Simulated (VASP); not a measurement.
# RbBr (Cmcm) in VASP: a series of runs

RbBr is run at these levels: PBE, r2SCAN; tasks: single point.

All numbers are computed with VASP 6.6.1; they aren't measurements. Logs are shortened: lines on timing, memory, paths and dates and some standing lists are left out, and cuts for length are marked.

### 1 The cell of the first run

The structure is orthorhombic, space group Cmcm (No. 63). Conventional cell: a = 5.920 Å, b = 10.202 Å, c = 6.870 Å, α = 90.00°, β = 90.00°, γ = 90.00°. Within 4.5 Å of Rb (site symmetry m2m) lie 5 Br at 3.41 to 3.44 Å. Br (site symmetry m2m) has 5 Rb at 3.41 to 3.44 Å within 4.5 Å.

### 2 Single point, PBE (uniaxial x strain +0.5%)

File INCAR:

```
PREC     = Accurate       # precision mode
ENCUT    = 520            # plane-wave cutoff, eV
EDIFF    = 1E-6           # SCF threshold, eV
ISMEAR   = -1             # smearing method
SIGMA    = 0.02           # smearing width, eV
LREAL    = False          # projectors in reciprocal space
LASPH    = True           # aspherical terms in the spheres
NELM     = 100            # most SCF steps
ALGO     = Normal         # electronic algorithm
ISIF     = 2              # what is computed and relaxed
LWAVE    = False          # write WAVECAR
LCHARG   = False          # write CHGCAR
GGA      = PE             # functional
NBANDS   = 24             # bands
```

File KPOINTS:

```
regular mesh
0
Gamma
  6 6 4
```

File POSCAR:

```
RbBr
1.0
    5.9195897493      0.0000000000      0.0000000000
   -2.9597948746      5.1010100526      0.0000000000
    0.0000000000      0.0000000000      6.8703325624
Rb Br
2 2
Direct
    0.3330177347      0.6660354694     -0.0625000000
    0.6669822653      0.3339645306      0.4375000000
    0.3328564173      0.6657128346      0.4375000000
    0.6671435827      0.3342871654      0.9375000000
```

Potentials or basis: VASP PAW PBE potentials, release 64 (Rb_sv, Br).

Started as:

```bash
cat potpaw_PBE.64/Rb_sv/POTCAR potpaw_PBE.64/Br/POTCAR > POTCAR
mpirun -np 1 vasp_std > vasp.out
```

OUTCAR:

```text
PREC = Accurate
   ENCUT = 520
   EDIFF = 1E-6
   ISMEAR = -1
   LREAL = False
   LASPH = True
   NELM = 100
   ISIF = 2
   GGA = PE

 ion  position               nearest neighbor table
   1  0.333  0.666  0.938-   4 3.41   4 3.41   4 3.41   3 3.44   3 3.44   2 4.84   2 4.84   2 4.84
                             2 4.84   2 4.84   2 4.84
   2  0.667  0.334  0.438-   3 3.41   3 3.41   3 3.41   4 3.44   4 3.44   1 4.84   1 4.84   1 4.84
                             1 4.84   1 4.84   1 4.84
   3  0.333  0.666  0.438-   2 3.41   2 3.41   2 3.41   1 3.44   1 3.44
   4  0.667  0.334  0.938-   1 3.41   1 3.41   1 3.41   2 3.44   2 3.44

  Warning from LATTYP: Monoclinic adjustment (A1->A3, A2->A1, A3->A2)!
  LATTYP: Found a base centered orthorhombic cell.
 ALAT       =     5.9195897493
 B/A-ratio  =     1.7234336394
 C/A-ratio  =     1.1606095783

  Lattice vectors:

 A1 = (   2.9597948746,  -5.1010100526,   0.0000000000)
 A2 = (   2.9597948747,   5.1010100526,   0.0000000000)
 A3 = (   0.0000000000,   0.0000000000,   6.8703325624)

Analysis of symmetry for initial positions (statically):
=====================================================================
 Subroutine PRICEL returns:
 Original cell was already a primitive cell.

 Routine SETGRP: Setting up the symmetry group for a
 base centered orthorhombic supercell.

 Subroutine GETGRP returns: Found  8 space group operations
 (whereof  2 operations were pure point group operations)
 out of a pool of  8 trial point group operations.

The static configuration has the point symmetry C_1h.
 The point group associated with its full space group is D_2h.

Analysis of symmetry for dynamics (positions and initial velocities):
=====================================================================
 Subroutine PRICEL returns:
 Original cell was already a primitive cell.

 Routine SETGRP: Setting up the symmetry group for a
 base centered orthorhombic supercell.

 Subroutine GETGRP returns: Found  8 space group operations
 (whereof  2 operations were pure point group operations)
 out of a pool of  8 trial point group operations.

The dynamic configuration has the point symmetry C_1h.
 The point group associated with its full space group is D_2h.

 Subroutine INISYM returns: Found  8 space group operations
 (whereof  2 operations are pure point group operations),
 and found     1 'primitive' translations

----------------------------------------------------------------------------------------
[... 97 lines left out ...]
   EDIFF  = 0.1E-05   stopping-criterion for ELM
   LREAL  =      F    real-space projection
   EDIFFG = 0.1E-04   stopping-criterion for IOM
   NSW    =      0    number of steps for IOM
   IBRION =     -1    ionic relax: 0-MD 1-quasi-New 2-CG
   NFREE  =      0    steps in history (QN), initial steepest desc. (CG)
   ISIF   =      2    stress and relaxation
   ISYM   =      2    0-nonsym 1-usesym 2-fastsym
   POTIM  = 0.5000    time-step for ionic-motion
   TEBEG  =    0.0;   TEEND  =   0.0 temperature during run
   PSTRESS=    0.0 pullay stress
   NELECT =      32.0000    total number of electrons
   NUPDOWN=      -1.0000    fix difference up-down
   EMIN   =  10.00;   EMAX   =-10.00  energy-range for DOS
   EFERMI =   0.00;   METHOD = LEGACY
   ISMEAR =    -1;   SIGMA  =   0.02  broadening in eV -4-tet -1-fermi 0-gaus
   EFERMI_NEDOS =   21; number of points for ismear=-14 and -15
   IALGO  =     38    algorithm
   IMIX   =      4    mixing-type and parameters
     AMIX     =   0.40;   BMIX     =  1.00
     AMIX_MAG =   1.60;   BMIX_MAG =  1.00
  volume/ion in A,a.u.               =      51.86       350.00
  Fermi-wavevector in a.u.,A,eV,Ry     =   0.877977  1.659135 10.487956  0.770843
  Thomas-Fermi vector in A             =   1.998000
   LORBIT       =      0    0 simple, 1 ext, 2 COOP (PROOUT), +10 PAW based schemes
   GGA     = PE    functional components
   LHFCALC =     F    Hartree Fock is set to
   AEXX    =    0.0000 exact exchange contribution
   IVDW    =     0    specifies the selected vdW correction
   LEPSILON=     F    determine dielectric tensor
   LRPA    =     F    only Hartree local field effects (RPA)
 non-spin polarized calculation
  energy-cutoff  :      520.00
  volume of cell :      207.46
 maximum number of plane-waves:      5610
 NGX is ok and might be reduce to    48
   NGX = 21   NGY = 21   NGZ = 25

 number of electron      31.9999999 magnetization

 Free energy of the ion-electron system (eV)
  ---------------------------------------------------
  ext. energy  EPLUGINS =         0.00000000
  ---------------------------------------------------
  free energy    TOTEN  =       -12.06310335 eV

  energy without entropy =      -12.06310335  energy(sigma->0) =      -12.06310335

 E-fermi :  -2.2069     XC(G=0):  -6.1194

 val. band max:       -2.6069987048   @ k =   0.0000   0.0000   0.0000
 cond. band min:       1.4473166087   @ k =   0.0000   0.0000   0.0000
 fundamental gap:      4.0543153135
 Fermi energy:        -2.2069114773

 k-point     1 :       0.0000    0.0000    0.0000
  band No.  band energies     occupation
      1     -27.2386      2.00000
      2     -27.2296      2.00000
      3     -14.7221      2.00000
      4     -14.6804      2.00000
      5     -11.4410      2.00000
      6     -11.3957      2.00000
[... 637 lines left out ...]
     23       5.4506      0.00000
     24       5.8742      0.00000

 [... further k-points ...]

------------------------ aborting loop because EDIFF is reached ----------------------------------------

  FORCE on cell =-STRESS in cart. coord.  units (eV):
  Direction    XX          YY          ZZ          XY          YZ          ZX
  --------------------------------------------------------------------------------------
  -------------------------------------------------------------------------------------
  Total        0.2669960      0.2742837      0.4998527      0.0000000     -0.0000000      0.0000000
  in kB        2.0620053      2.1182883      3.8603536      0.0000000     -0.0000000      0.0000000
  external PRESSURE =       2.6802157 kB  Pullay stress =       0.0000000 kB

 VOLUME and BASIS-vectors are now :
 -----------------------------------------------------------------------------
  energy-cutoff  :      520.00
  volume of cell :      207.46
      direct lattice vectors                 reciprocal lattice vectors
     5.919589749  0.000000000  0.000000000     0.168930626  0.098019803  0.000000000
    -2.959794875  5.101010053  0.000000000     0.000000000  0.196039606  0.000000000
     0.000000000  0.000000000  6.870332562     0.000000000  0.000000000  0.145553362

 POSITION                                       TOTAL-FORCE (eV/Angst)
 -----------------------------------------------------------------------------------
      0.00000      3.39745      6.44094        -0.000000     -0.000394      0.000000
      2.95979      1.70356      3.00577         0.000000      0.000394      0.000000
      0.00000      3.39581      3.00577        -0.000000     -0.000089      0.000000
      2.95979      1.70520      6.44094         0.000000      0.000089      0.000000
 -----------------------------------------------------------------------------------
    total drift:                               -0.000000      0.000000     -0.000022

  FREE ENERGIE OF THE ION-ELECTRON SYSTEM (eV)
  ---------------------------------------------------
  free  energy   TOTEN  =       -12.0631033485 eV

  energy  without entropy=      -12.0631033484  energy(sigma->0) =      -12.06310335
```

stdout:

```text
POSCAR found type information on POSCAR RbBr
 POSCAR found :  2 types and       4 ions
 scaLAPACK will be used
 LDA part: xc-table for (Slater+PW92), standard interpolation
 POSCAR, INCAR and KPOINTS ok, starting setup
 FFT: planning ... GRIDC
 FFT: planning ... GRID_SOFT
 FFT: planning ... GRID
 WAVECAR not read
 entering main loop
```

Wall time 2.5 min (1 thread of Intel Xeon Platinum 8488C (Sapphire Rapids), shared host); peak memory 0.44 GiB.

What came out:

| Property | Result |
| --- | --- |
| Free energy | -12.0631 eV |
| Pressure | 0.3 GPa |
| Band gap on the k mesh | 4.05 eV |

Caveat: the cell differs from its parent crystal (uniaxial x strain +0.5%); the structure was generated, so it needn't be the stable form of RbBr.

### 3 Single point, r2SCAN (uniaxial x strain +0.5%)

POSCAR is that of step 2.

File INCAR.step1:

```
SYSTEM = RbBr
  ALGO = Normal
  EDIFF = 1E-4
  ENCUT = 520
  GGA = PE
  ISMEAR = 0
  LASPH = .TRUE.
  LCHARG = .FALSE.
  LREAL = .FALSE.
  LWAVE = .TRUE.
  NBANDS = 24
  NELM = 100
  PREC = Accurate
  SIGMA = 0.01
```

File INCAR.step2:

```
SYSTEM = RbBr
  ALGO = Normal
  EDIFF = 1E-7
  ENCUT = 520
  ISIF = 2
  ISMEAR = 0
  ISTART = 1
  LASPH = .TRUE.
  LCHARG = .FALSE.
  LMIXTAU = .TRUE.
  LREAL = .FALSE.
  LWAVE = .FALSE.
  METAGGA = R2SCAN
  NBANDS = 24
  NELM = 100
  PREC = Accurate
  SIGMA = 0.01
```

File KPOINTS:

```
k-points
0
G
  6 6 4
  0 0 0
```

Potentials or basis: VASP PAW PBE potentials, release 64 (Rb_sv, Br).

Started as:

```bash
cat potpaw_PBE.64/Rb_sv/POTCAR potpaw_PBE.64/Br/POTCAR > POTCAR
cp INCAR.step1 INCAR
mpirun -np 1 vasp_std > vasp.out
cp INCAR.step2 INCAR
mpirun -np 1 vasp_std > vasp.out
```

It took 8.1 min on 1 thread of Intel Xeon Platinum 8488C (Sapphire Rapids), shared host; peak memory 0.47 GiB.

It converged, with:

- Free energy: -62.0521 eV
- Pressure: 0.0 GPa
- Band gap on the k mesh: 4.64 eV

Levels at points of the mesh, in eV from the valence-band top:
```
           k point  band 13  band 14  band 15  band 16  band 17  band 18  band 19  band 20
(0.00, 0.00, 0.00)    -0.36    -0.26    -0.26     0.00     4.64     7.61     7.69     7.71
(0.50, 0.00, 0.00)    -0.33    -0.27    -0.15    -0.12     6.24     6.89     6.90     7.11
(0.00, 0.50, 0.00)    -0.33    -0.27    -0.15    -0.12     6.25     6.88     6.90     7.09
(0.00, 0.00, 0.50)    -0.33    -0.33    -0.33    -0.33     5.79     5.79     8.96     8.96
(0.50, 0.00, 0.50)    -0.27    -0.27    -0.25    -0.25     6.61     6.61     8.14     8.14
(0.00, 0.50, 0.50)    -0.27    -0.27    -0.25    -0.25     6.62     6.62     8.16     8.16
```

Caveat: the cell differs from its parent crystal (uniaxial x strain +0.5%); the structure was generated, so it needn't be the stable form of RbBr; the PAW data sets were made with another functional, which shifts forces and pressure a little.
